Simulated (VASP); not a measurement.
# Ti (Im-3m) in VASP: notebook

Ti is run at these levels: r2SCAN; tasks: electric field gradients.

All numbers are computed with VASP 6.6.1; they aren't measurements. Logs are shortened: lines on timing, memory, paths and dates and some standing lists are left out, and cuts for length are marked.

## 1. The cell of the first run

It takes space group Im-3m (No. 229, cubic). Conventional cell: a = 3.252 Å, b = 3.252 Å, c = 3.252 Å, α = 90.00°, β = 90.00°, γ = 90.00°. Ti (site symmetry m-3m) has 14 Ti at 2.82 to 3.25 Å within 3.7 Å.

This isn't the form of Ti at room conditions, which is hcp.

## 2. Electric field gradients, r2SCAN

Input file POSCAR:

```
Ti
1.0
   -1.6258179727      1.6258179727      1.6258179727
    1.6258179727     -1.6258179727      1.6258179727
    1.6258179727      1.6258179727     -1.6258179727
Ti
1
Direct
    0.0000000000      0.0000000000      0.0000000000
```

Input file INCAR.step1:

```
SYSTEM = Ti
PREC = Accurate
ENCUT = 520
ISMEAR = -1
SIGMA = 0.05
LREAL = .False.
LASPH = .True.
NELM = 100
NBANDS = 12
GGA = PE
ALGO = Normal
EDIFF = 1E-4
LWAVE = .True.
LCHARG = .False.
```

Input file INCAR.step2:

```
SYSTEM = Ti
PREC = Accurate
ENCUT = 520
EDIFF = 1E-8
ISMEAR = -1
SIGMA = 0.05
LREAL = .False.
LASPH = .True.
NELM = 100
ALGO = Normal
ISIF = 2
LWAVE = .False.
LCHARG = .False.
METAGGA = R2SCAN
LMIXTAU = .True.
LEFG = .True.
NBANDS = 12
ISTART = 1
```

Input file KPOINTS:

```
regular mesh
0
Gamma
  18 18 18
  0 0 0
```

Potentials or basis: VASP PAW PBE potentials, release 64 (Ti_sv).

Started as:

```
> cat potpaw_PBE.64/Ti_sv/POTCAR > POTCAR
> cp INCAR.step1 INCAR
> mpirun -np 1 vasp_std > vasp.out
> cp INCAR.step2 INCAR
> mpirun -np 1 vasp_std > vasp.out
```

OUTCAR:

```text
SYSTEM = Ti
   PREC = Accurate
   ENCUT = 520
   EDIFF = 1E-8
   ISMEAR = -1
   LREAL = .False.
   LASPH = .True.
   NELM = 100
   ISIF = 2
   METAGGA = R2SCAN
   ISTART = 1

 ion  position               nearest neighbor table
   1  0.000  0.000  0.000-

  LATTYP: Found a body centered cubic cell.
 ALAT       =     3.2516359454

  Lattice vectors:

 A1 = (  -1.6258179727,   1.6258179727,   1.6258179727)
 A2 = (   1.6258179727,  -1.6258179727,   1.6258179727)
 A3 = (   1.6258179727,   1.6258179727,  -1.6258179727)

Analysis of symmetry for initial positions (statically):
=====================================================================
 Subroutine PRICEL returns:
 Original cell was already a primitive cell.

 Routine SETGRP: Setting up the symmetry group for a
 body centered cubic supercell.

 Subroutine GETGRP returns: Found 48 space group operations
 (whereof 48 operations were pure point group operations)
 out of a pool of 48 trial point group operations.

The static configuration has the point symmetry O_h .

Analysis of symmetry for dynamics (positions and initial velocities):
=====================================================================
 Subroutine PRICEL returns:
 Original cell was already a primitive cell.

 Routine SETGRP: Setting up the symmetry group for a
 body centered cubic supercell.

 Subroutine GETGRP returns: Found 48 space group operations
 (whereof 48 operations were pure point group operations)
 out of a pool of 48 trial point group operations.

The dynamic configuration has the point symmetry O_h .

 Subroutine INISYM returns: Found 48 space group operations
 (whereof 48 operations are pure point group operations),
 and found     1 'primitive' translations

----------------------------------------------------------------------------------------

                                     Primitive cell

  volume of cell :      17.1900

  direct lattice vectors                    reciprocal lattice vectors
    -1.625817973  1.625817973  1.625817973     0.000000000  0.307537503  0.307537503
     1.625817973 -1.625817973  1.625817973     0.307537503  0.000000000  0.307537503
     1.625817973  1.625817973 -1.625817973     0.307537503  0.307537503  0.000000000

  length of vectors
     2.815999333  2.815999333  2.815999333     0.434923708  0.434923708  0.434923708

  position of ions in fractional coordinates (direct lattice)
     0.000000000  0.000000000  0.000000000

  ion indices of the primitive-cell ions
   primitive index   ion index
                 1           1

----------------------------------------------------------------------------------------

 KPOINTS: regular mesh

Automatic generation of k-mesh.
 Grid dimensions read from file:
 generate k-points for:   18   18   18

 Generating k-lattice:

  Cartesian coordinates                     Fractional coordinates (reciprocal lattice)
     0.000000000  0.017085417  0.017085417     0.055555556  0.000000000  0.000000000
     0.017085417  0.000000000  0.017085417     0.000000000  0.055555556  0.000000000
     0.017085417  0.017085417  0.000000000     0.000000000  0.000000000  0.055555556

  Length of vectors
     0.024162428  0.024162428  0.024162428

  Shift w.r.t. Gamma in fractional coordinates (k-lattice)
     0.000000000  0.000000000  0.000000000

 Subroutine IBZKPT returns following result:
 ===========================================

 Found    195 irreducible k-points:

 Following reciprocal coordinates:
            Coordinates               Weight
  0.000000  0.000000  0.000000      1.000000
  0.055556  0.000000  0.000000     12.000000
  0.111111  0.000000  0.000000     12.000000
  0.166667  0.000000  0.000000     12.000000
  0.222222  0.000000  0.000000     12.000000
  0.277778  0.000000  0.000000     12.000000
[... 16 lines left out ...]
  0.333333  0.111111  0.000000     48.000000
  0.388889  0.111111  0.000000     48.000000
 [... further k-points ...]
   k-points           NKPTS =    195   k-points in BZ     NKDIM =    195   number of bands    NBANDS=     12
   number of dos      NEDOS =    301   number of ions     NIONS =      1
   total plane-waves  NPLWV =  13824
   dimension x,y,z NGX =    24 NGY =   24 NGZ =   24
   dimension x,y,z NGXF=    48 NGYF=   48 NGZF=   48
   ions per type =               1
   NGX,Y,Z   is equivalent  to a cutoff of  14.17, 14.17, 14.17 a.u.
   NGXF,Y,Z  is equivalent  to a cutoff of  28.34, 28.34, 28.34 a.u.
 SYSTEM =  Ti
   PREC   = accura    normal or accurate (medium, high low for compatibility)
   ISTART =      1    job   : 0-new  1-cont  2-samecut
   ICHARG =      0    charge: 1-file 2-atom 10-const
   ISPIN  =      1    spin polarized calculation?
   LNONCOLLINEAR =      F non collinear calculations
   LSORBIT =      F    spin-orbit coupling
   LASPH  =      T    aspherical Exc in radial PAW
   ENCUT  =  520.0 eV  38.22 Ry    6.18 a.u.   5.24  5.24  5.24*2*pi/ulx,y,z
   NELM   =    100;   NELMIN=  2; NELMDL=  0     # of ELM steps
   EDIFF  = 0.1E-07   stopping-criterion for ELM
   LREAL  =      F    real-space projection
   EDIFFG = 0.1E-06   stopping-criterion for IOM
   NSW    =      0    number of steps for IOM
   IBRION =     -1    ionic relax: 0-MD 1-quasi-New 2-CG
   NFREE  =      0    steps in history (QN), initial steepest desc. (CG)
   ISIF   =      2    stress and relaxation
   ISYM   =      2    0-nonsym 1-usesym 2-fastsym
   POTIM  = 0.5000    time-step for ionic-motion
   TEBEG  =    0.0;   TEEND  =   0.0 temperature during run
   PSTRESS=    0.0 pullay stress
   NELECT =      12.0000    total number of electrons
   NUPDOWN=      -1.0000    fix difference up-down
   EMIN   =  10.00;   EMAX   =-10.00  energy-range for DOS
   EFERMI =   0.00;   METHOD = LEGACY
   ISMEAR =    -1;   SIGMA  =   0.05  broadening in eV -4-tet -1-fermi 0-gaus
   EFERMI_NEDOS =   21; number of points for ismear=-14 and -15
   IALGO  =     38    algorithm
   IMIX   =      4    mixing-type and parameters
     AMIX     =   0.40;   BMIX     =  1.00
     AMIX_MAG =   1.60;   BMIX_MAG =  1.00
  volume/ion in A,a.u.               =      17.19       116.00
  Fermi-wavevector in a.u.,A,eV,Ry     =   1.452257  2.744367 28.695353  2.109049
  Thomas-Fermi vector in A             =   2.569659
   LORBIT       =      0    0 simple, 1 ext, 2 COOP (PROOUT), +10 PAW based schemes
   METAGGA = R2SCAN    functional components
   LHFCALC =     F    Hartree Fock is set to
   AEXX    =    0.0000 exact exchange contribution
   IVDW    =     0    specifies the selected vdW correction
   LEPSILON=     F    determine dielectric tensor
   LRPA    =     F    only Hartree local field effects (RPA)
 non-spin polarized calculation
  energy-cutoff  :      520.00
  volume of cell :       17.19
 maximum number of plane-waves:       476
 NGX is ok and might be reduce to    24
   NGX = 11   NGY = 11   NGZ = 11

 number of electron      11.9999996 magnetization

 Free energy of the ion-electron system (eV)
  ---------------------------------------------------
  ext. energy  EPLUGINS =         0.00000000
  ---------------------------------------------------
  free energy    TOTEN  =       -12.82280121 eV

  energy without entropy =      -12.80547967  energy(sigma->0) =      -12.81414044

 E-fermi :   8.2320     XC(G=0): -12.4522

 val. band max:        8.2313506627   @ k =  -0.3889   0.3889   0.1111
 cond. band min:       8.2382635509   @ k =   0.3333   0.1667   0.0556
 fundamental gap:      0.0069128881
 Fermi energy:         8.2320428191

 k-point     1 :       0.0000    0.0000    0.0000
  band No.  band energies     occupation
      1     -50.6566      2.00000
      2     -25.4481      2.00000
      3     -25.4481      2.00000
      4     -25.4480      2.00000
      5       1.8692      2.00000
      6       9.3833      0.00000
      7       9.3833      0.00000
      8       9.3834      0.00000
      9      11.1862      0.00000
     10      11.1862      0.00000
     11      26.3933      0.00000
     12      26.3934      0.00000
[... 331 lines left out ...]
 k-point    24 :       0.3889    0.1111    0.0000
  band No.  band energies     occupation
      1     -50.5136      2.00000
      2     -26.1209      2.00000
      3     -25.6895      2.00000
      4     -25.4838      2.00000
      5       5.8460      2.00000
      6       7.9270      1.99552
      7       8.6404      0.00057
      8      11.1186      0.00000
      9      11.6789      0.00000
     10      13.0882      0.00000
     11      17.8755      0.00000
     12      21.9000      0.00000

 [... further k-points ...]

------------------------ aborting loop because EDIFF is reached ----------------------------------------

  FORCE on cell =-STRESS in cart. coord.  units (eV):
  Direction    XX          YY          ZZ          XY          YZ          ZX
  --------------------------------------------------------------------------------------
  -------------------------------------------------------------------------------------
  Total        0.0530034      0.0530034      0.0530034      0.0000000      0.0000000      0.0000000
  in kB        4.9401297      4.9401297      4.9401297      0.0000000      0.0000000      0.0000000
  external PRESSURE =       4.9401297 kB  Pullay stress =       0.0000000 kB

 VOLUME and BASIS-vectors are now :
 -----------------------------------------------------------------------------
  energy-cutoff  :      520.00
  volume of cell :       17.19
      direct lattice vectors                 reciprocal lattice vectors
    -1.625817973  1.625817973  1.625817973     0.000000000  0.307537503  0.307537503
     1.625817973 -1.625817973  1.625817973     0.307537503  0.000000000  0.307537503
     1.625817973  1.625817973 -1.625817973     0.307537503  0.307537503  0.000000000

 POSITION                                       TOTAL-FORCE (eV/Angst)
 -----------------------------------------------------------------------------------
      0.00000      0.00000      0.00000         0.000000     -0.000000      0.000000
 -----------------------------------------------------------------------------------
    total drift:                                0.000000      0.000000     -0.000000

  FREE ENERGIE OF THE ION-ELECTRON SYSTEM (eV)
  ---------------------------------------------------
  free  energy   TOTEN  =       -12.8228012125 eV

  energy  without entropy=      -12.8054796740  energy(sigma->0) =      -12.81414044

 Electric field gradients (V/A^2)
---------------------------------------------------------------------
 ion       V_xx      V_yy      V_zz      V_xy      V_xz      V_yz
---------------------------------------------------------------------
   1      -0.000    -0.000    -0.000     0.000     0.000     0.000
---------------------------------------------------------------------

 Electric field gradients after diagonalization (V/A^2)
 (convention: |V_zz| > |V_xx| > |V_yy|)
----------------------------------------------------------------------
 ion       V_xx      V_yy      V_zz     asymmetry (V_yy - V_xx)/ V_zz
----------------------------------------------------------------------
   1      -0.000    -0.000     0.000       0.000
----------------------------------------------------------------------

           NMR quadrupolar parameters

 Cq : quadrupolar parameter    Cq=e*Q*V_zz/h
 eta: asymmetry parameters     (V_yy - V_xx)/ V_zz
 Q  : nuclear electric quadrupole moment in mb (millibarn)
----------------------------------------------------------------------
 ion       Cq(MHz)       eta       Q (mb)
----------------------------------------------------------------------
   1       0.000       0.000       1.000
----------------------------------------------------------------------
```

Wall time 4.5 min (1 thread of Intel Xeon 8259CL, shared host); peak memory 0.17 GiB.

What came out:

- Free energy: -12.8228 eV
- Pressure: 0.5 GPa
- Band gap on the k mesh: zero (bands 6 and 7 overlap by 1.84 eV)
- Largest electric field gradient by atom: zero within the noise of the run

Caveat: the PAW data sets were made with another functional, which shifts forces and pressure a little.

## 3. Electric field gradients, r2SCAN (17.53 Å³/atom)

This run uses another cell than the first one, of 17.53 Å³/atom.

Input file POSCAR:

```
Ti
1.0
   -1.6365852929      1.6365852929      1.6365852929
    1.6365852929     -1.6365852929      1.6365852929
    1.6365852929      1.6365852929     -1.6365852929
Ti
1
Direct
    0.0000000000      0.0000000000      0.0000000000
```

Input file INCAR.step1:

```
SYSTEM = Ti
PREC     = Accurate       ! precision mode
ENCUT    = 520            ! plane-wave cutoff, eV
ISMEAR   = -1             ! smearing method
SIGMA    = 0.05           ! smearing width, eV
LREAL    = .FALSE.        ! projectors in reciprocal space
LASPH    = .TRUE.         ! aspherical terms in the spheres
NELM     = 100            ! most SCF steps
NBANDS   = 12             ! bands
GGA      = PE             ! functional
ALGO     = Normal         ! electronic algorithm
EDIFF    = 1E-4           ! SCF threshold, eV
LWAVE    = .TRUE.         ! write WAVECAR
LCHARG   = .FALSE.        ! write CHGCAR
```

Input file INCAR.step2:

```
SYSTEM = Ti
PREC     = Accurate       ! precision mode
ENCUT    = 520            ! plane-wave cutoff, eV
EDIFF    = 1E-8           ! SCF threshold, eV
ISMEAR   = -1             ! smearing method
SIGMA    = 0.05           ! smearing width, eV
LREAL    = .FALSE.        ! projectors in reciprocal space
LASPH    = .TRUE.         ! aspherical terms in the spheres
NELM     = 100            ! most SCF steps
ALGO     = Normal         ! electronic algorithm
ISIF     = 2              ! what is computed and relaxed
LWAVE    = .FALSE.        ! write WAVECAR
LCHARG   = .FALSE.        ! write CHGCAR
METAGGA  = R2SCAN         ! meta-GGA
LMIXTAU  = .TRUE.       
LEFG     = .TRUE.       
NBANDS   = 12             ! bands
ISTART   = 1
```

Input file KPOINTS:

```
Automatic mesh
0
G
  18 18 18
  0 0 0
```

Potentials or basis: VASP PAW PBE potentials, release 64 (Ti_sv).

Started as:

```
> cat potpaw_PBE.64/Ti_sv/POTCAR > POTCAR
> cp INCAR.step1 INCAR
> mpirun -np 1 vasp_std > vasp.out
> cp INCAR.step2 INCAR
> mpirun -np 1 vasp_std > vasp.out
```

OUTCAR:

```text
SYSTEM = Ti
   PREC = Accurate
   ENCUT = 520
   EDIFF = 1E-8
   ISMEAR = -1
   LREAL = .FALSE.
   LASPH = .TRUE.
   NELM = 100
   ISIF = 2
   METAGGA = R2SCAN
   ISTART = 1

 ion  position               nearest neighbor table
   1  0.000  0.000  0.000-

  LATTYP: Found a body centered cubic cell.
 ALAT       =     3.2731705858

  Lattice vectors:

 A1 = (  -1.6365852929,   1.6365852929,   1.6365852929)
 A2 = (   1.6365852929,  -1.6365852929,   1.6365852929)
 A3 = (   1.6365852929,   1.6365852929,  -1.6365852929)

[... 564 lines left out ...]
    total drift:                                0.000000      0.000000      0.000000

  FREE ENERGIE OF THE ION-ELECTRON SYSTEM (eV)
  ---------------------------------------------------
  free  energy   TOTEN  =       -12.8217251760 eV

  energy  without entropy=      -12.8037468281  energy(sigma->0) =      -12.81273600

 Electric field gradients (V/A^2)
---------------------------------------------------------------------
 ion       V_xx      V_yy      V_zz      V_xy      V_xz      V_yz
---------------------------------------------------------------------
   1      -0.000     0.000    -0.000     0.000     0.000     0.000
---------------------------------------------------------------------

 Electric field gradients after diagonalization (V/A^2)
 (convention: |V_zz| > |V_xx| > |V_yy|)
----------------------------------------------------------------------
 ion       V_xx      V_yy      V_zz     asymmetry (V_yy - V_xx)/ V_zz
----------------------------------------------------------------------
   1      -0.000    -0.000     0.001       0.000
----------------------------------------------------------------------

           NMR quadrupolar parameters

 Cq : quadrupolar parameter    Cq=e*Q*V_zz/h
 eta: asymmetry parameters     (V_yy - V_xx)/ V_zz
 Q  : nuclear electric quadrupole moment in mb (millibarn)
----------------------------------------------------------------------
 ion       Cq(MHz)       eta       Q (mb)
----------------------------------------------------------------------
   1       0.000       0.000       1.000
----------------------------------------------------------------------
```

Run time: 4.7 min. Hardware: 1 thread of Intel Xeon 8259CL, shared host; peak memory 0.17 GiB.

Results:

- Free energy: -12.8217 eV
- Pressure: -1.7 GPa
- Band gap on the k mesh: zero (bands 6 and 7 overlap by 1.83 eV)
- Largest electric field gradient by atom: zero within the noise of the run

Levels at points of the mesh, in eV from the Fermi level:
```csv
k point,band 4,band 5,band 6,band 7,band 8,band 9
"(0.00, 0.00, 0.00)",-33.75,-6.32,1.13,1.13,1.13,2.89
"(0.50, 0.00, 0.00)",-33.75,-2.56,-0.33,0.93,2.90,3.24
"(0.50, 0.50, 0.50)",-34.21,-2.23,-2.23,4.07,4.07,4.07
```

Caveat: the PAW data sets were made with another functional, which shifts forces and pressure a little.

[end of part 1 of 2]
